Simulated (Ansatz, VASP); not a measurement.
CaSe: VASP beside Ansatz

```
Ca Se
1.0
     0.00000    2.95600    2.95600
     2.95600    0.00000    2.95600
     2.95600    2.95600    0.00000
Ca Se
1 1
Direct
  0.00000 0.00000 0.00000
  0.50000 0.50000 0.50000
```

Alike in both runs: task relaxation of the atoms; functional PBE; k mesh 8 × 8 × 8; occupations fermi-dirac, width 0.02 eV; no spin polarisation.

|  | VASP | Ansatz |
| --- | --- | --- |
| version | VASP 6.6.1 | Ansatz 0.2.0 |
| potentials or method | VASP PAW PBE potentials, release 64 (Ca_sv, Se) | plane-wave PAW, scalar-relativistic |
| plane-wave cutoff (eV) | 520 | 420 |
| valence electrons in the cell | 16 | 26 |

|  | VASP | Ansatz | Ansatz less VASP |
| --- | --- | --- | --- |
| gap on the k mesh at the Fermi level, each at its own relaxed structure (eV) | 2.02 | 2.03 | +0.010 |

VASP's potentials hold 16 valence electrons a cell and Ansatz's 26, so a difference there can come from the potentials and not from the codes. Ansatz's warnings: stress scf threshold loose.

Noted on VASP's run: the relaxation stopped at its first step, so nothing moved.
